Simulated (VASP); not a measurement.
# GaP (F-43m) in VASP: a series of runs

GaP is run at these levels: PBE; tasks: relaxation of cell and atoms, single point.

All numbers are computed with VASP 6.6.1; they aren't measurements. Logs are shortened: lines on timing, memory, paths and dates and some standing lists are left out, and cuts for length are marked.

## 1. The cell of the first run

The structure is cubic, space group F-43m (No. 216). The conventional cell has a = 5.506 Å, b = 5.506 Å, c = 5.506 Å, α = 90.00°, β = 90.00°, γ = 90.00°. Ga (site symmetry -43m) has 4 P at 2.38 Å within 3.1 Å. Within 3.1 Å of P (site symmetry -43m) lie 4 Ga at 2.38 Å.

## 2. Relaxation of cell and atoms, PBE, target pressure 6 GPa, at which the enthalpy is minimised

File INCAR:

```
SYSTEM = GaP
PREC = Accurate
ENCUT = 500
EDIFF = 1E-7
ISMEAR = 0
SIGMA = 0.01
LREAL = .False.
LASPH = .True.
NELM = 120
ALGO = Normal
ISIF = 3
LWAVE = .False.
LCHARG = .False.
GGA = PE
IBRION = 2
NSW = 80
EDIFFG = -0.001
PSTRESS = 60.0
GGA_COMPAT = .False.
NELMIN = 4
```

File KPOINTS:

```
Automatic mesh
0
Gamma
  8 8 8
  0 0 0
```

File POSCAR:

```
GaP
1.0
    0.0000000000      2.7530369339      2.7530369339
    2.7530369339      0.0000000000      2.7530369339
    2.7530369339      2.7530369339      0.0000000000
Ga P
1 1
Direct
    0.0000000000      0.0000000000      0.0000000000
    0.7500000000      0.7500000000      0.7500000000
```

Potentials or basis: VASP PAW PBE potentials, release 64 (Ga_d, P).

On the command line:

```console
$ cat potpaw_PBE.64/Ga_d/POTCAR potpaw_PBE.64/P/POTCAR > POTCAR
$ mpirun -np 1 vasp_std > vasp.out
```

OUTCAR:

```text
SYSTEM = GaP
   PREC = Accurate
   ENCUT = 500
   EDIFF = 1E-7
   ISMEAR = 0
   LREAL = .False.
   LASPH = .True.
   NELM = 120
   ISIF = 3
   GGA = PE
   IBRION = 2
   NSW = 80
   EDIFFG = -0.001
   PSTRESS = 60.0
   NELMIN = 4

 ion  position               nearest neighbor table
   1  0.000  0.000  0.000-   2 2.38   2 2.38   2 2.38   2 2.38
   2  0.750  0.750  0.750-   1 2.38   1 2.38   1 2.38   1 2.38

  LATTYP: Found a face centered cubic cell.
 ALAT       =     5.5060738678

  Lattice vectors:

 A1 = (   0.0000000000,   2.7530369339,   2.7530369339)
 A2 = (   2.7530369339,   0.0000000000,   2.7530369339)
 A3 = (   2.7530369339,   2.7530369339,   0.0000000000)

Analysis of symmetry for initial positions (statically):
=====================================================================
 Subroutine PRICEL returns:
 Original cell was already a primitive cell.

 Routine SETGRP: Setting up the symmetry group for a
 face centered cubic supercell.

 Subroutine GETGRP returns: Found 24 space group operations
 (whereof 24 operations were pure point group operations)
 out of a pool of 48 trial point group operations.

The static configuration has the point symmetry T_d .

Analysis of symmetry for dynamics (positions and initial velocities):
=====================================================================
 Subroutine PRICEL returns:
 Original cell was already a primitive cell.

 Routine SETGRP: Setting up the symmetry group for a
 face centered cubic supercell.

 Subroutine GETGRP returns: Found 24 space group operations
 (whereof 24 operations were pure point group operations)
 out of a pool of 48 trial point group operations.

The dynamic configuration has the point symmetry T_d .

 Subroutine INISYM returns: Found 24 space group operations
 (whereof 24 operations are pure point group operations),
 and found     1 'primitive' translations

----------------------------------------------------------------------------------------

                                     Primitive cell

  volume of cell :      41.7317

  direct lattice vectors                    reciprocal lattice vectors
     0.000000000  2.753036934  2.753036934    -0.181617614  0.181617614  0.181617614
     2.753036934  0.000000000  2.753036934     0.181617614 -0.181617614  0.181617614
     2.753036934  2.753036934  0.000000000     0.181617614  0.181617614 -0.181617614

  length of vectors
     3.893382170  3.893382170  3.893382170     0.314570936  0.314570936  0.314570936

  position of ions in fractional coordinates (direct lattice)
     0.000000000  0.000000000  0.000000000
     0.750000000  0.750000000  0.750000000

  ion indices of the primitive-cell ions
   primitive index   ion index
                 1           1
                 2           2

----------------------------------------------------------------------------------------

 KPOINTS: Automatic mesh

Automatic generation of k-mesh.
 Grid dimensions read from file:
 generate k-points for:    8    8    8

 Generating k-lattice:

  Cartesian coordinates                     Fractional coordinates (reciprocal lattice)
    -0.022702202  0.022702202  0.022702202     0.125000000  0.000000000  0.000000000
     0.022702202 -0.022702202  0.022702202     0.000000000  0.125000000  0.000000000
     0.022702202  0.022702202 -0.022702202     0.000000000  0.000000000  0.125000000

  Length of vectors
     0.039321367  0.039321367  0.039321367

  Shift w.r.t. Gamma in fractional coordinates (k-lattice)
     0.000000000  0.000000000  0.000000000

 Subroutine IBZKPT returns following result:
 ===========================================

 Found     29 irreducible k-points:

 Following reciprocal coordinates:
            Coordinates               Weight
  0.000000  0.000000  0.000000      1.000000
  0.125000  0.000000  0.000000      8.000000
  0.250000  0.000000  0.000000      8.000000
  0.375000  0.000000  0.000000      8.000000
  0.500000  0.000000  0.000000      4.000000
  0.125000  0.125000  0.000000      6.000000
[... 16 lines left out ...]
  0.500000  0.250000  0.125000     48.000000
 -0.375000  0.250000  0.125000     24.000000
 [... further k-points ...]
   k-points           NKPTS =     29   k-points in BZ     NKDIM =     29   number of bands    NBANDS=     13
   number of dos      NEDOS =    301   number of ions     NIONS =      2
   total plane-waves  NPLWV =  21952
   dimension x,y,z NGX =    28 NGY =   28 NGZ =   28
   dimension x,y,z NGXF=    56 NGYF=   56 NGZF=   56
   ions per type =               1   1
   NGX,Y,Z   is equivalent  to a cutoff of  11.96, 11.96, 11.96 a.u.
   NGXF,Y,Z  is equivalent  to a cutoff of  23.91, 23.91, 23.91 a.u.
 SYSTEM =  GaP
   PREC   = accura    normal or accurate (medium, high low for compatibility)
   ISTART =      0    job   : 0-new  1-cont  2-samecut
   ICHARG =      2    charge: 1-file 2-atom 10-const
   ISPIN  =      1    spin polarized calculation?
   LNONCOLLINEAR =      F non collinear calculations
   LSORBIT =      F    spin-orbit coupling
   LASPH  =      T    aspherical Exc in radial PAW
   ENCUT  =  500.0 eV  36.75 Ry    6.06 a.u.   7.10  7.10  7.10*2*pi/ulx,y,z
   NELM   =    120;   NELMIN=  4; NELMDL= -5     # of ELM steps
   EDIFF  = 0.1E-06   stopping-criterion for ELM
   LREAL  =      F    real-space projection
   EDIFFG = -.1E-02   stopping-criterion for IOM
   NSW    =     80    number of steps for IOM
   IBRION =      2    ionic relax: 0-MD 1-quasi-New 2-CG
   NFREE  =      1    steps in history (QN), initial steepest desc. (CG)
   ISIF   =      3    stress and relaxation
   ISYM   =      2    0-nonsym 1-usesym 2-fastsym
   POTIM  = 0.5000    time-step for ionic-motion
   TEBEG  =    0.0;   TEEND  =   0.0 temperature during run
   PSTRESS=   60.0 pullay stress
   NELECT =      18.0000    total number of electrons
   NUPDOWN=      -1.0000    fix difference up-down
   EMIN   =  10.00;   EMAX   =-10.00  energy-range for DOS
   EFERMI =   0.00;   METHOD = LEGACY
   ISMEAR =     0;   SIGMA  =   0.01  broadening in eV -4-tet -1-fermi 0-gaus
   EFERMI_NEDOS =   21; number of points for ismear=-14 and -15
   IALGO  =     38    algorithm
   IMIX   =      4    mixing-type and parameters
     AMIX     =   0.40;   BMIX     =  1.00
     AMIX_MAG =   1.60;   BMIX_MAG =  1.00
  volume/ion in A,a.u.               =      20.87       140.81
  Fermi-wavevector in a.u.,A,eV,Ry     =   1.236926  2.337451 20.816714  1.529985
  Thomas-Fermi vector in A             =   2.371514
   LORBIT       =      0    0 simple, 1 ext, 2 COOP (PROOUT), +10 PAW based schemes
   GGA     = PE    functional components
   LHFCALC =     F    Hartree Fock is set to
   AEXX    =    0.0000 exact exchange contribution
   IVDW    =     0    specifies the selected vdW correction
   LEPSILON=     F    determine dielectric tensor
   LRPA    =     F    only Hartree local field effects (RPA)
 conjugate gradient relaxation of ions
 non-spin polarized calculation
 Gauss-broadening in eV      SIGMA  =   0.01
  energy-cutoff  :      500.00
  volume of cell :       41.73
 maximum number of plane-waves:      1068
   NGX = 15   NGY = 15   NGZ = 15

--------------------------------------- Ionic step        1  -------------------------------------------

 number of electron      18.0000009 magnetization

 Free energy of the ion-electron system (eV)
  ---------------------------------------------------
  ext. energy  EPLUGINS =         0.00000000
  ---------------------------------------------------
  free energy    TOTEN  =        -9.12545986 eV

  energy without entropy =       -9.12545986  energy(sigma->0) =       -9.12545986

------------------------ aborting loop because EDIFF is reached ----------------------------------------

  FORCE on cell =-STRESS in cart. coord.  units (eV):
  Direction    XX          YY          ZZ          XY          YZ          ZX
  --------------------------------------------------------------------------------------
  -------------------------------------------------------------------------------------
  Total       -0.0051458     -0.0051458     -0.0051458      0.0000000      0.0000000     -0.0000000
  in kB       -0.1975588     -0.1975588     -0.1975588      0.0000000      0.0000000     -0.0000000
  external PRESSURE =     -60.1975588 kB  Pullay stress =      60.0000000 kB
[... 137 lines left out ...]
  enthalpy is  TOTEN    =        -7.6170501466 eV   P V=        1.4589644520

--------------------------------------- Ionic step        5  -------------------------------------------

 number of electron      17.9999995 magnetization

 E-fermi :   5.0864     XC(G=0):  -9.9993

 val. band max:        5.0309113350   @ k =   0.0000   0.0000   0.0000
 cond. band min:       6.6070159317   @ k =   0.5000   0.5000   0.0000
 fundamental gap:      1.5761045966
 Fermi energy:         5.0864193662

 k-point     1 :       0.0000    0.0000    0.0000
  band No.  band energies     occupation
      1      -9.5868      2.00000
      2      -9.5868      2.00000
      3      -9.5868      2.00000
      4      -9.4754      2.00000
      5      -9.4754      2.00000
      6      -7.7403      2.00000
      7       5.0309      2.00000
      8       5.0309      2.00000
      9       5.0309      2.00000
     10       7.1614      0.00000
     11       8.9083      0.00000
     12       8.9083      0.00000
     13       8.9083      0.00000
[... 353 lines left out ...]
 k-point    24 :      -0.3750    0.2500    0.1250
  band No.  band energies     occupation
      1      -9.6878      2.00000
      2      -9.5522      2.00000
      3      -9.5385      2.00000
      4      -9.4815      2.00000
      5      -9.4672      2.00000
      6      -5.1249      2.00000
      7      -1.5665      2.00000
      8       1.7050      2.00000
      9       2.9972      2.00000
     10       8.5907      0.00000
     11       9.3098      0.00000
     12      11.5945      0.00000
     13      13.0714      0.00000

 [... further k-points ...]
[... 5 lines left out ...]
  --------------------------------------------------------------------------------------
  -------------------------------------------------------------------------------------
  Total        1.4398941      1.4398941      1.4398941      0.0000000     -0.0000000     -0.0000000
  in kB       59.0968710     59.0968710     59.0968710      0.0000000     -0.0000000     -0.0000000
  external PRESSURE =      -0.9031290 kB  Pullay stress =      60.0000000 kB
[... 137 lines left out ...]
  enthalpy is  TOTEN    =        -7.6170644888 eV   P V=        1.4605719271

--------------------------------------- Ionic step        9  -------------------------------------------

 number of electron      17.9999995 magnetization

 Free energy of the ion-electron system (eV)
  ---------------------------------------------------
  ext. energy  EPLUGINS =         0.00000000
  ---------------------------------------------------
  free energy    TOTEN  =        -9.07767501 eV

  energy without entropy =       -9.07767501  energy(sigma->0) =       -9.07767501

 E-fermi :   5.0987     XC(G=0): -10.0034

 val. band max:        5.0402946006   @ k =   0.0000   0.0000   0.0000
 cond. band min:       6.6144315315   @ k =   0.5000   0.5000   0.0000
 fundamental gap:      1.5741369309
 Fermi energy:         5.0987110837

 k-point     1 :       0.0000    0.0000    0.0000
  band No.  band energies     occupation
      1      -9.5792      2.00000
      2      -9.5792      2.00000
      3      -9.5792      2.00000
      4      -9.4675      2.00000
      5      -9.4675      2.00000
      6      -7.7379      2.00000
      7       5.0403      2.00000
      8       5.0403      2.00000
      9       5.0403      2.00000
     10       7.1782      0.00000
     11       8.9173      0.00000
     12       8.9173      0.00000
     13       8.9173      0.00000
[... 353 lines left out ...]
 k-point    24 :      -0.3750    0.2500    0.1250
  band No.  band energies     occupation
      1      -9.6805      2.00000
      2      -9.5444      2.00000
      3      -9.5307      2.00000
      4      -9.4736      2.00000
      5      -9.4593      2.00000
      6      -5.1189      2.00000
      7      -1.5616      2.00000
      8       1.7111      2.00000
      9       3.0041      2.00000
     10       8.6025      0.00000
     11       9.3185      0.00000
     12      11.6065      0.00000
     13      13.0834      0.00000

 [... further k-points ...]
[... 5 lines left out ...]
  --------------------------------------------------------------------------------------
  -------------------------------------------------------------------------------------
  Total        1.4600113      1.4600113      1.4600113     -0.0000000     -0.0000000      0.0000000
  in kB       59.9753837     59.9753837     59.9753837     -0.0000000     -0.0000000      0.0000000
  external PRESSURE =      -0.0246163 kB  Pullay stress =      60.0000000 kB
[... 17 lines left out ...]
  FREE ENERGIE OF THE ION-ELECTRON SYSTEM (eV)
  ---------------------------------------------------
  free  energy   TOTEN  =        -9.0776750084 eV

  energy  without entropy=       -9.0776750084  energy(sigma->0) =       -9.07767501

  enthalpy is  TOTEN    =        -7.6170644715 eV   P V=        1.4606105369

 reached required accuracy - stopping structural energy minimisation
```

It took 50 s on 1 thread of Intel Xeon 6975P-C (Granite Rapids), shared host; peak memory 0.16 GiB.

What came out:

```yaml
Free_energy: -9.0777 eV
Relaxed_volume: 19.50 Å³/atom
Relaxed_cell: a = 3.807 Å, b = 3.807 Å, c = 3.807 Å, α = 60.00°, β = 60.00°, γ = 60.00°
Space_group_after_relaxing_to_0.05_Å: F-43m (No. 216)
Energy_change_on_relaxing_the_enthalpy_is_what_falls: +23.9 meV/atom
Ionic_steps: 9
Pressure_after_relaxing: 6.0 GPa
Band_gap_on_the_k_mesh: 1.57 eV, indirect (least direct gap 2.14 eV)
```

The path:
| step | energy change (eV) | largest force (eV/Å) | pressure (GPa) | volume (Å³) |
| --- | --- | --- | --- | --- |
| 1 | 0.0000 | 0.0000 | -0.02 | 41.73 |
| 2 | 0.1459 | 0.0000 | 11.40 | 37.17 |
| 3 | 0.0474 | 0.0000 | 5.98 | 39.01 |
| 4 | 0.0494 | 0.0000 | 6.12 | 38.96 |
| 5 | 0.0465 | 0.0000 | 5.91 | 39.04 |
| 6 | 0.0479 | 0.0000 | 6.01 | 39.00 |
| 7 | 0.0477 | 0.0000 | 5.99 | 39.00 |
| 8 | 0.0478 | 0.0000 | 6.01 | 39.00 |
| 9 | 0.0478 | 0.0000 | 6.00 | 39.00 |

Final structure:
```
Ga P
1.0
     0.00000    2.69167    2.69167
     2.69167    0.00000    2.69167
     2.69167    2.69167    0.00000
Ga P
1 1
Cartesian
  0.0000 0.0000 0.0000
  4.0375 4.0375 4.0375
```

Levels at points of the mesh, in eV from the valence-band top:
```tsv
k point	band 5	band 6	band 7	band 8	band 9	band 10	band 11	band 12	band 13
(0.00, 0.00, 0.00)	-14.51	-12.78	0.00	0.00	0.00	2.14	3.88	3.88	3.88
(0.50, 0.00, 0.00)	-14.50	-10.59	-6.85	-1.17	-1.17	1.79	4.71	4.71	8.35
(0.50, 0.50, 0.00)	-14.48	-9.64	-6.93	-2.81	-2.81	1.57	1.78	10.88	10.88
```

Caveat: the cell is relaxed towards a set pressure, so the enthalpy falls and the energy may rise. A k mesh can miss the band edges.

## 3. Single point, PBE

This run uses another cell than the first one, of 17.50 Å³/atom, 0.839 times its volume.

File INCAR:

```
PREC = Accurate ; ENCUT = 520
EDIFF = 1E-6 ; ISMEAR = 0
SIGMA = 0.01 ; LREAL = F
LASPH = T ; NELM = 100
ALGO = Normal ; ISIF = 2
LWAVE = F ; LCHARG = F
GGA = PE ; NBANDS = 16
```

File KPOINTS:

```
regular mesh
0
Gamma
  8 8 8
```

File POSCAR:

```
GaP
1.0
    0.0000000000      2.5962187346      2.5962187346
    2.5962187346      0.0000000000      2.5962187346
    2.5962187346      2.5962187346      0.0000000000
Ga P
1 1
Direct
    0.0000000000      0.0000000000      0.0000000000
    0.7500000000      0.7500000000      0.7500000000
```

Potentials or basis: VASP PAW PBE potentials, release 64 (Ga_d, P).

On the command line:

```console
$ cat potpaw_PBE.64/Ga_d/POTCAR potpaw_PBE.64/P/POTCAR > POTCAR
$ mpirun -np 1 vasp_std > vasp.out
```

It took 15 s on 1 thread of Intel Xeon Platinum 8259CL at 2.50GHz (Skylake/Cascade Lake), shared host; peak memory 0.16 GiB.

It converged, with:

* Free energy: -8.7697 eV
* Pressure: 19.8 GPa
* Band gap on the k mesh: 1.31 eV, indirect (least direct gap 3.07 eV)

Levels at points of the mesh, in eV from the valence-band top:
| k point | band 6 | band 7 | band 8 | band 9 | band 10 | band 11 | band 12 | band 13 |
| --- | --- | --- | --- | --- | --- | --- | --- | --- |
| (0.00, 0.00, 0.00) | -13.69 | 0.00 | 0.00 | 0.00 | 3.07 | 3.81 | 3.81 | 3.81 |
| (0.50, 0.00, 0.00) | -11.10 | -7.56 | -1.35 | -1.35 | 2.11 | 4.63 | 4.63 | 8.49 |
| (0.50, 0.50, 0.00) | -10.00 | -7.50 | -3.24 | -3.24 | 1.31 | 1.62 | 11.67 | 11.67 |

A k mesh can miss the band edges.
